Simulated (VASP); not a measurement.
# Pt (Im-3m) in VASP: notebook

Aim: see how the results for Pt move with the level of theory and the settings. Levels: PBE, revPBE. Tasks: single point.

Program: VASP 6.6.1. These are calculated values, not measurements. Logs are shortened: lines on timing, memory, paths and dates and some standing lists are left out, and cuts for length are marked.

## Step 1: The cell of the first run

It takes space group Im-3m (No. 229, cubic). The conventional cell has a = 3.164 Å, b = 3.164 Å, c = 3.164 Å, α = 90.00°, β = 90.00°, γ = 90.00°. Pt (site symmetry m-3m) has 14 Pt at 2.74 to 3.16 Å within 3.6 Å.

## Step 2: Single point, PBE

Input file INCAR:

```
SYSTEM = Pt
ALGO = Normal
EDIFF = 1E-6
ENCUT = 520
GGA = PE
ISIF = 2
ISMEAR = -1
LASPH = .True.
LCHARG = .False.
LREAL = .False.
LWAVE = .False.
NBANDS = 11
NELM = 80
PREC = Accurate
SIGMA = 0.08
```

Input file KPOINTS:

```
k-points
0
Gamma
  17 17 17
  0 0 0
```

Input file POSCAR:

```
Pt
1.0
   -1.5820589383      1.5820589383      1.5820589383
    1.5820589383     -1.5820589383      1.5820589383
    1.5820589383      1.5820589383     -1.5820589383
Pt
1
Direct
    0.0000000000      0.0000000000      0.0000000000
```

Potentials or basis: VASP PAW PBE potentials, release 64 (Pt).

Run with:

```bash
$ cat potpaw_PBE.64/Pt/POTCAR > POTCAR
$ mpirun -np 1 vasp_std > vasp.out
```

OUTCAR:

```text
SYSTEM = Pt
   EDIFF = 1E-6
   ENCUT = 520
   GGA = PE
   ISIF = 2
   ISMEAR = -1
   LASPH = .True.
   LREAL = .False.
   NELM = 80
   PREC = Accurate

 ion  position               nearest neighbor table
   1  0.000  0.000  0.000-

  LATTYP: Found a body centered cubic cell.
 ALAT       =     3.1641178766

  Lattice vectors:

 A1 = (  -1.5820589383,   1.5820589383,   1.5820589383)
 A2 = (   1.5820589383,  -1.5820589383,   1.5820589383)
 A3 = (   1.5820589383,   1.5820589383,  -1.5820589383)

Analysis of symmetry for initial positions (statically):
=====================================================================
 Subroutine PRICEL returns:
 Original cell was already a primitive cell.

 Routine SETGRP: Setting up the symmetry group for a
 body centered cubic supercell.

 Subroutine GETGRP returns: Found 48 space group operations
 (whereof 48 operations were pure point group operations)
 out of a pool of 48 trial point group operations.

The static configuration has the point symmetry O_h .

Analysis of symmetry for dynamics (positions and initial velocities):
=====================================================================
 Subroutine PRICEL returns:
 Original cell was already a primitive cell.

 Routine SETGRP: Setting up the symmetry group for a
 body centered cubic supercell.

 Subroutine GETGRP returns: Found 48 space group operations
 (whereof 48 operations were pure point group operations)
 out of a pool of 48 trial point group operations.

The dynamic configuration has the point symmetry O_h .

 Subroutine INISYM returns: Found 48 space group operations
 (whereof 48 operations are pure point group operations),
 and found     1 'primitive' translations

----------------------------------------------------------------------------------------

                                     Primitive cell

  volume of cell :      15.8390

  direct lattice vectors                    reciprocal lattice vectors
    -1.582058938  1.582058938  1.582058938     0.000000000  0.316043851  0.316043851
     1.582058938 -1.582058938  1.582058938     0.316043851  0.000000000  0.316043851
     1.582058938  1.582058938 -1.582058938     0.316043851  0.316043851  0.000000000

  length of vectors
     2.740206462  2.740206462  2.740206462     0.446953501  0.446953501  0.446953501

  position of ions in fractional coordinates (direct lattice)
     0.000000000  0.000000000  0.000000000

  ion indices of the primitive-cell ions
   primitive index   ion index
                 1           1

----------------------------------------------------------------------------------------

 KPOINTS: k-points

Automatic generation of k-mesh.
 Grid dimensions read from file:
 generate k-points for:   17   17   17

 Generating k-lattice:

  Cartesian coordinates                     Fractional coordinates (reciprocal lattice)
     0.000000000  0.018590815  0.018590815     0.058823529  0.000000000  0.000000000
     0.018590815  0.000000000  0.018590815     0.000000000  0.058823529  0.000000000
     0.018590815  0.018590815  0.000000000     0.000000000  0.000000000  0.058823529

  Length of vectors
     0.026291382  0.026291382  0.026291382

  Shift w.r.t. Gamma in fractional coordinates (k-lattice)
     0.000000000  0.000000000  0.000000000

 Subroutine IBZKPT returns following result:
 ===========================================

 Found    165 irreducible k-points:

 Following reciprocal coordinates:
            Coordinates               Weight
  0.000000  0.000000  0.000000      1.000000
  0.058824  0.000000  0.000000     12.000000
  0.117647  0.000000  0.000000     12.000000
  0.176471  0.000000  0.000000     12.000000
  0.235294  0.000000  0.000000     12.000000
  0.294118  0.000000  0.000000     12.000000
[... 16 lines left out ...]
  0.411765  0.117647  0.000000     48.000000
  0.176471  0.176471  0.000000     24.000000
 [... further k-points ...]
   k-points           NKPTS =    165   k-points in BZ     NKDIM =    165   number of bands    NBANDS=     11
   number of dos      NEDOS =    301   number of ions     NIONS =      1
   total plane-waves  NPLWV =   8000
   dimension x,y,z NGX =    20 NGY =   20 NGZ =   20
   dimension x,y,z NGXF=    40 NGYF=   40 NGZF=   40
   ions per type =               1
   NGX,Y,Z   is equivalent  to a cutoff of  12.13, 12.13, 12.13 a.u.
   NGXF,Y,Z  is equivalent  to a cutoff of  24.27, 24.27, 24.27 a.u.
 SYSTEM =  Pt
   PREC   = accura    normal or accurate (medium, high low for compatibility)
   ISTART =      0    job   : 0-new  1-cont  2-samecut
   ICHARG =      2    charge: 1-file 2-atom 10-const
   ISPIN  =      1    spin polarized calculation?
   LNONCOLLINEAR =      F non collinear calculations
   LSORBIT =      F    spin-orbit coupling
   LASPH  =      T    aspherical Exc in radial PAW
   ENCUT  =  520.0 eV  38.22 Ry    6.18 a.u.   5.09  5.09  5.09*2*pi/ulx,y,z
   NELM   =     80;   NELMIN=  2; NELMDL= -5     # of ELM steps
   EDIFF  = 0.1E-05   stopping-criterion for ELM
   LREAL  =      F    real-space projection
[... 7 lines left out ...]
   TEBEG  =    0.0;   TEEND  =   0.0 temperature during run
   PSTRESS=    0.0 pullay stress
   NELECT =      10.0000    total number of electrons
   NUPDOWN=      -1.0000    fix difference up-down
   EMIN   =  10.00;   EMAX   =-10.00  energy-range for DOS
   EFERMI =   0.00;   METHOD = LEGACY
   ISMEAR =    -1;   SIGMA  =   0.08  broadening in eV -4-tet -1-fermi 0-gaus
   EFERMI_NEDOS =   21; number of points for ismear=-14 and -15
   IALGO  =     38    algorithm
   IMIX   =      4    mixing-type and parameters
     AMIX     =   0.40;   BMIX     =  1.00
     AMIX_MAG =   1.60;   BMIX_MAG =  1.00
  volume/ion in A,a.u.               =      15.84       106.89
  Fermi-wavevector in a.u.,A,eV,Ry     =   1.404426  2.653980 26.836297  1.972412
  Thomas-Fermi vector in A             =   2.526989
   LORBIT       =      0    0 simple, 1 ext, 2 COOP (PROOUT), +10 PAW based schemes
   GGA     = PE    functional components
   LHFCALC =     F    Hartree Fock is set to
   AEXX    =    0.0000 exact exchange contribution
   IVDW    =     0    specifies the selected vdW correction
   LEPSILON=     F    determine dielectric tensor
   LRPA    =     F    only Hartree local field effects (RPA)
 non-spin polarized calculation
  energy-cutoff  :      520.00
  volume of cell :       15.84
 maximum number of plane-waves:       438
   NGX = 11   NGY = 11   NGZ = 11

 number of electron      10.0000000 magnetization

 Free energy of the ion-electron system (eV)
  ---------------------------------------------------
  ext. energy  EPLUGINS =         0.00000000
  ---------------------------------------------------
  free energy    TOTEN  =        -6.01384218 eV

  energy without entropy =       -5.99196291  energy(sigma->0) =       -6.00290255

 E-fermi :  10.1227     XC(G=0): -13.1888

 val. band max:       10.0942879317   @ k =  -0.2941   0.2941   0.1765
 cond. band min:      10.1850339228   @ k =  -0.3529   0.4706   0.2353
 fundamental gap:      0.0907459911
 Fermi energy:        10.1227353195

 k-point     1 :       0.0000    0.0000    0.0000
  band No.  band energies     occupation
      1       0.6849      2.00000
      2       6.6933      2.00000
      3       6.6933      2.00000
      4       6.6933      2.00000
      5       9.1631      1.99999
      6       9.1631      1.99999
      7      27.2550      0.00000
      8      27.2550      0.00000
      9      27.2550      0.00000
     10      37.2565      0.00000
     11      37.2570      0.00000

 k-point     2 :       0.0588    0.0000    0.0000
  band No.  band energies     occupation
      1       0.8257      2.00000
      2       6.6381      2.00000
      3       6.6935      2.00000
      4       6.8055      2.00000
      5       9.0914      1.99999
      6       9.1667      1.99999
      7      27.3217      0.00000
      8      27.3682      0.00000
      9      27.4614      0.00000
     10      35.2664      0.00000
     11      35.7976      0.00000

 k-point     3 :       0.1176    0.0000    0.0000
  band No.  band energies     occupation
      1       1.2349      2.00000
      2       6.4838      2.00000
      3       6.6850      2.00000
      4       7.1363      2.00000
      5       8.9240      2.00000
      6       9.1797      1.99998
      7      27.4131      0.00000
      8      27.5012      0.00000
      9      28.0642      0.00000
     10      33.5996      0.00000
     11      33.8494      0.00000

 k-point     4 :       0.1765    0.0000    0.0000
  band No.  band energies     occupation
      1       1.8655      2.00000
      2       6.2588      2.00000
      3       6.6616      2.00000
      4       7.6676      2.00000
      5       8.7725      2.00000
      6       9.2066      1.99998
      7      26.9423      0.00000
      8      27.1947      0.00000
      9      29.0163      0.00000
     10      32.5773      0.00000
     11      32.8144      0.00000

 k-point     5 :       0.2353    0.0000    0.0000
  band No.  band energies     occupation
      1       2.6063      2.00000
      2       6.0007      2.00000
      3       6.6948      2.00000
      4       8.3656      2.00000
      5       8.7292      2.00000
      6       9.2511      1.99996
      7      25.1859      0.00000
      8      26.4444      0.00000
      9      30.2440      0.00000
     10      32.2190      0.00000
     11      32.5443      0.00000

 k-point     6 :       0.2941    0.0000    0.0000
  band No.  band energies     occupation
      1       3.2420      2.00000
      2       5.7469      2.00000
      3       7.0077      2.00000
      4       8.8049      2.00000
      5       9.1739      1.99999
      6       9.3117      1.99992
      7      22.8270      0.00000
      8      25.4417      0.00000
      9      30.1497      0.00000
     10      31.6446      0.00000
     11      33.1090      0.00000

 k-point     7 :       0.3529    0.0000    0.0000
  band No.  band energies     occupation
      1       3.5651      2.00000
      2       5.5291      2.00000
      3       7.8008      2.00000
      4       8.9696      2.00000
      5       9.3800      1.99981
      6      10.0028      1.63500
      7      20.3936      0.00000
      8      24.5134      0.00000
      9      28.3015      0.00000
     10      33.0713      0.00000
     11      33.7171      0.00000

 k-point     8 :       0.4118    0.0000    0.0000
  band No.  band energies     occupation
      1       3.6332      2.00000
      2       5.3710      2.00000
      3       8.7116      2.00000
      4       9.3907      1.99979
      5       9.4406      1.99960
      6      10.7163      0.00120
      7      18.1884      0.00000
      8      23.8278      0.00000
      9      26.8804      0.00000
     10      34.1129      0.00000
     11      34.3059      0.00000
[... 141 lines left out ...]
 k-point    19 :       0.1765    0.1176    0.0000
  band No.  band energies     occupation
      1       2.9617      2.00000
      2       6.0658      2.00000
      3       6.3262      2.00000
      4       8.5718      2.00000
      5       8.8734      2.00000
      6       9.3855      1.99980
      7      25.0995      0.00000
      8      26.2220      0.00000
      9      29.1763      0.00000
     10      29.7032      0.00000
     11      33.6380      0.00000

 k-point    20 :       0.2353    0.1176    0.0000
  band No.  band energies     occupation
      1       3.6077      2.00000
      2       5.8209      2.00000
      3       6.5049      2.00000
      4       8.6388      2.00000
      5       9.4141      1.99972
      6       9.8468      1.93841
      7      22.7485      0.00000
      8      25.2789      0.00000
      9      27.9587      0.00000
     10      30.7445      0.00000
     11      34.6722      0.00000

 k-point    21 :       0.2941    0.1176    0.0000
  band No.  band energies     occupation
      1       3.9334      2.00000
      2       5.6140      2.00000
      3       7.0834      2.00000
      4       8.8003      2.00000
      5       9.5046      1.99912
      6      10.8532      0.00022
      7      20.3373      0.00000
      8      24.3755      0.00000
      9      26.7851      0.00000
     10      31.9424      0.00000
     11      35.2425      0.00000

 k-point    22 :       0.3529    0.1176    0.0000
  band No.  band energies     occupation
      1       3.9878      2.00000
      2       5.4694      2.00000
      3       7.8391      2.00000
      4       8.9457      2.00000
      5       9.6876      1.99135
      6      11.8921      0.00000
      7      18.1288      0.00000
      8      23.6722      0.00000
      9      25.8242      0.00000
     10      33.0184      0.00000
     11      34.8084      0.00000

 k-point    23 :       0.4118    0.1176    0.0000
  band No.  band energies     occupation
      1       3.9661      2.00000
      2       5.3955      2.00000
      3       8.3392      2.00000
      4       8.9472      2.00000
      5       9.9788      1.71609
      6      12.7915      0.00000
      7      16.5119      0.00000
      8      23.2742      0.00000
      9      25.2811      0.00000
     10      33.7521      0.00000
     11      34.3187      0.00000

 k-point    24 :       0.1765    0.1765    0.0000
  band No.  band energies     occupation
      1       3.6518      2.00000
      2       6.0330      2.00000
      3       6.1056      2.00000
      4       8.5602      2.00000
      5       9.4205      1.99969
      6       9.8783      1.91007
      7      23.4042      0.00000
      8      25.1410      0.00000
      9      27.8926      0.00000
     10      30.0610      0.00000
     11      34.5836      0.00000

 [... further k-points ...]

------------------------ aborting loop because EDIFF is reached ----------------------------------------

  FORCE on cell =-STRESS in cart. coord.  units (eV):
  Direction    XX          YY          ZZ          XY          YZ          ZX
  --------------------------------------------------------------------------------------
  -------------------------------------------------------------------------------------
  Total       -0.0452026     -0.0452026     -0.0452026     -0.0000000     -0.0000000      0.0000000
  in kB       -4.5724201     -4.5724201     -4.5724201     -0.0000000     -0.0000000      0.0000000
  external PRESSURE =      -4.5724201 kB  Pullay stress =       0.0000000 kB

 VOLUME and BASIS-vectors are now :
 -----------------------------------------------------------------------------
  energy-cutoff  :      520.00
  volume of cell :       15.84
      direct lattice vectors                 reciprocal lattice vectors
    -1.582058938  1.582058938  1.582058938     0.000000000  0.316043851  0.316043851
     1.582058938 -1.582058938  1.582058938     0.316043851  0.000000000  0.316043851
     1.582058938  1.582058938 -1.582058938     0.316043851  0.316043851  0.000000000

 POSITION                                       TOTAL-FORCE (eV/Angst)
 -----------------------------------------------------------------------------------
      0.00000      0.00000      0.00000         0.000000      0.000000      0.000000
 -----------------------------------------------------------------------------------
    total drift:                                0.000000      0.000000      0.000000

  FREE ENERGIE OF THE ION-ELECTRON SYSTEM (eV)
  ---------------------------------------------------
  free  energy   TOTEN  =        -6.0138421824 eV

  energy  without entropy=       -5.9919629149  energy(sigma->0) =       -6.00290255
```

It took 11 s on 1 thread of Intel Xeon 6975P-C (Granite Rapids), shared host; peak memory 0.14 GiB.

What came out:

- Free energy: -6.0138 eV
- Pressure: -0.5 GPa
- Band gap on the k mesh: zero (band 5 reaches 11.12 eV, above the bottom of band 6 at 9.03 eV)

Levels at points of the mesh, in eV from the Fermi level:
```csv
k point,band 2,band 3,band 4,band 5,band 6,band 7,band 8,band 9
"(0.00, 0.00, 0.00)",-3.43,-3.43,-3.43,-0.96,-0.96,17.13,17.13,17.13
```

Caveat: spin-orbit coupling is left out, which moves the levels of the heavy elements.

(Part 1 of 2 ends here.)
